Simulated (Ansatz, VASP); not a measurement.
One calculation of FeSi2, two programs

File INCAR:

```
ALGO     = Normal         # electronic algorithm
EDIFF    = 1E-7           # SCF threshold, eV
EDIFFG   = -0.001         # ionic threshold
ENCUT    = 600            # plane-wave cutoff, eV
IBRION   = 2              # ionic algorithm
ISIF     = 3              # what is computed and relaxed
ISMEAR   = -1             # smearing method
LASPH    = T              # aspherical terms in the spheres
LCHARG   = F              # write CHGCAR
LREAL    = F              # projectors in reciprocal space
LWAVE    = F              # write WAVECAR
NELM     = 100            # most SCF steps
NSW      = 80             # ionic steps
PREC     = Accurate       # precision mode
SIGMA    = 0.15           # smearing width, eV
```

Contents of KPOINTS:

```
k-points
0
Gamma
  16 16 8
```

The input POSCAR:

```
FeSi2
1.0
    2.6591955998      0.0000000000      0.0000000000
    0.0000000000      2.6591955998      0.0000000000
    0.0000000000      0.0000000000      5.0669515202
Fe Si
1 2
Direct
    0.0000000000      0.0000000000      0.0000000000
    0.5000000000      0.5000000000      0.2713853251
    0.5000000000      0.5000000000      0.7286146749
```

Input for Ansatz:

```yaml
crystal:
  lattice:
    - [2.6591955998, 0.0, 0.0]
    - [0.0, 2.6591955998, 0.0]
    - [0.0, 0.0, 5.0669515202]
  atoms:
    - { symbol: Fe, position: [0.0, 0.0, 0.0] }
    - { symbol: Si, position: [0.5, 0.5, 0.2713853251] }
    - { symbol: Si, position: [0.5, 0.5, 0.7286146749] }
basis:
  ecutwfc: 420
kpoints:
  mp_grid: { grid: [16, 16, 8] }
hamiltonian:
  xc: lda
scf:
  occupations: { method: fermi_dirac, width: 0.15 }
output:
  forces: true
  stress: true
  eigenvalues: true
  write_density: true
  write_potential: true
  elf: true
  volumetric_format: npy
relax:
  adjacent_minimum: "off"
  f_tol: 0.001
  max_steps: 60
  cell: { stress_tol: 0.01 }
```

Alike in both runs: task relaxation of cell and atoms; functional LDA; k mesh 16 × 16 × 8; occupations fermi-dirac, width 0.15 eV; no spin polarisation.

|  | VASP | Ansatz |
| --- | --- | --- |
| version | VASP 6.6.1 | Ansatz 0.2.0 |
| potentials or method | VASP PAW LDA potentials, release 64 (Fe, Si), cutoff 600 eV | scalar-relativistic, plane waves, PAW |
| valence electrons in the cell | 16 | 24 |

|  | VASP | Ansatz | Ansatz less VASP |
| --- | --- | --- | --- |
| gap on the k mesh at the Fermi level, each at its own relaxed structure (eV) | none | none | - |
| relaxed volume (Å³/atom) | 12.00 | 11.97 | -0.030 |
| relaxed cell length with the largest relative difference (Å) | 2.664 | 2.662 | -0.0023 |

LDA's correlation is that of Perdew and Zunger in VASP and of Perdew and Wang (1992) in Ansatz. A gap of «none» marks a metal or a gap that the smearing closes. VASP's potentials hold 16 valence electrons a cell and Ansatz's 24, so a difference there can come from the potentials and not from the codes.
